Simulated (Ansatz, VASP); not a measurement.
# One calculation of ZnAu, two programs

```
Zn Au
1.0
     3.21825    0.00000    0.00000
     0.00000    3.21825    0.00000
     0.00000    0.00000    3.21825
Zn Au
1 1
Direct
  0.50000 0.50000 0.50000
  0.00000 0.00000 0.00000
```

Alike in both runs: task single point; functional PBE; k mesh 14 × 14 × 14; occupations gaussian, width 0.1 eV; no spin polarisation.

|  | VASP | Ansatz |
| --- | --- | --- |
| version | VASP 6.6.1 | Ansatz 0.2.0 |
| potentials or method | VASP PAW PBE potentials, release 64 (Zn, Au), cutoff 520 eV | scalar-relativistic, plane waves, PAW |
| valence electrons in the cell | 23 | 31 |

Ansatz gave:

| Quantity | Value |
| --- | --- |
| gap on the k mesh at the Fermi level (eV) | none |
| pressure (GPa) | -3.2 |

Problem. What did VASP give for the same quantities?

Solution. gap on the k mesh at the Fermi level (eV): none; pressure (GPa): -3.1.

A gap of «none» marks a metal or a gap that the smearing closes. The functional is the same, so the differences come from potentials, cutoffs and numerics. VASP's potentials hold 23 valence electrons a cell and Ansatz's 31, so a difference there can come from the potentials and not from the codes.

Spin-orbit coupling is off throughout.
